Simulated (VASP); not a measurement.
A run of VASP 6.6.1 is set up as follows.

INCAR

```
SYSTEM = B32HN32
  PREC = Accurate
  ENCUT = 520
  EDIFF = 1E-6
  ISMEAR = -1
  SIGMA = 0.05
  LREAL = Auto
  LASPH = .TRUE.
  NELM = 120
  ALGO = Normal
  ISIF = 2
  LWAVE = .FALSE.
  LCHARG = .TRUE.
  GGA = PS
  LELF = .TRUE.
  LVHAR = .TRUE.
  NELECT = 258.0
  ISYM = -1
  NBANDS = 166
  GGA_COMPAT = .FALSE.
```

Contents of KPOINTS:

```
explicit points
1
Reciprocal
  0.25000000   0.25000000   0.25000000 1
```

The input POSCAR:

```
B32HN32
1.0
    7.2115910000      0.0000000000      0.0000000000
    0.0000000000      7.2115910000      0.0000000000
    0.0000000000      0.0000000000      7.2115910000
B N H
32 32 1
Direct
    0.9997160000      0.9995680000      0.9998690000
    0.9999990000      0.9998810000      0.5000780000
    0.0001550000      0.4998950000      0.0002880000
    0.9971460000      0.4994440000      0.4997310000
    0.4999450000      0.9998940000      0.0001640000
    0.4995600000      0.9971410000      0.4997160000
    0.4995850000      0.4994520000      0.9972820000
    0.4935050000      0.4934860000      0.4936300000
    0.2499170000      0.2497700000      0.9977050000
    0.2552420000      0.2552280000      0.4942420000
    0.2492240000      0.7490750000      0.0002610000
    0.2496130000      0.7517130000      0.4994880000
    0.7493210000      0.2491660000      0.0001400000
    0.7517180000      0.2494960000      0.4994620000
    0.7496020000      0.7494570000      0.9996210000
    0.7490600000      0.7489390000      0.4998550000
    0.2498830000      0.9975260000      0.2500340000
    0.2492820000      0.9998410000      0.7495010000
    0.2564160000      0.4929240000      0.2565500000
    0.2495900000      0.4992260000      0.7518970000
    0.7493400000      0.9998500000      0.2494120000
    0.7495790000      0.9993530000      0.7497250000
    0.7517490000      0.4992320000      0.2497420000
    0.7490810000      0.4995950000      0.7492200000
    0.9975720000      0.2497680000      0.2500660000
    0.9999840000      0.2491780000      0.7494790000
    0.0001120000      0.7490790000      0.2493690000
    0.9994660000      0.7494600000      0.7497570000
    0.4939860000      0.2553510000      0.2555160000
    0.4993200000      0.2494930000      0.7518670000
    0.4993350000      0.7517150000      0.2497600000
    0.4997140000      0.7489440000      0.7492110000
    0.1251340000      0.1250310000      0.1252760000
    0.1245480000      0.1243980000      0.6257700000
    0.1245830000      0.6254430000      0.1247380000
    0.1247990000      0.6247850000      0.6250230000
    0.6256350000      0.1243900000      0.1247020000
    0.6248730000      0.1246950000      0.6250160000
    0.6248800000      0.6247810000      0.1249340000
    0.6250940000      0.6249500000      0.6252390000
    0.3754420000      0.3749680000      0.1156390000
    0.3744770000      0.3744080000      0.6342720000
    0.3749630000      0.8749450000      0.1237730000
    0.3748370000      0.8747300000      0.6262840000
    0.8750280000      0.3748460000      0.1237730000
    0.8747600000      0.3747140000      0.6262940000
    0.8749540000      0.8748230000      0.1248610000
    0.8748180000      0.8747170000      0.6250640000
    0.3752130000      0.1157620000      0.3754000000
    0.3749690000      0.1234920000      0.8751540000
    0.3747080000      0.6343920000      0.3748470000
    0.3748290000      0.6259960000      0.8749290000
    0.8749990000      0.1234860000      0.3751120000
    0.8749380000      0.1245810000      0.8750860000
    0.8747840000      0.6259970000      0.3749770000
    0.8748380000      0.6247910000      0.8749770000
    0.1155270000      0.3749430000      0.3756060000
    0.1236350000      0.3748580000      0.8751700000
    0.1236200000      0.8749390000      0.3751050000
    0.1247070000      0.8748210000      0.8751040000
    0.6341630000      0.3744380000      0.3746460000
    0.6261460000      0.3747150000      0.8748980000
    0.6261390000      0.8747300000      0.3749820000
    0.6249120000      0.8747050000      0.8749630000
    0.3744470000      0.3750190000      0.3745230000
```

Potentials or basis: VASP PAW PBE potentials, release 64 (B, N, H).

Command:

```console
$ cat potpaw_PBE.64/B/POTCAR potpaw_PBE.64/N/POTCAR potpaw_PBE.64/H/POTCAR > POTCAR
$ mpirun -np 1 vasp_std > vasp.out
```

(1) What does it give for the largest force?

Results:

(1) 0.022 eV/Å.

Caveat: the cell carries a net charge on a neutralising background, which shifts energy and pressure; the PAW data sets were made with another functional, which shifts forces and pressure a little.
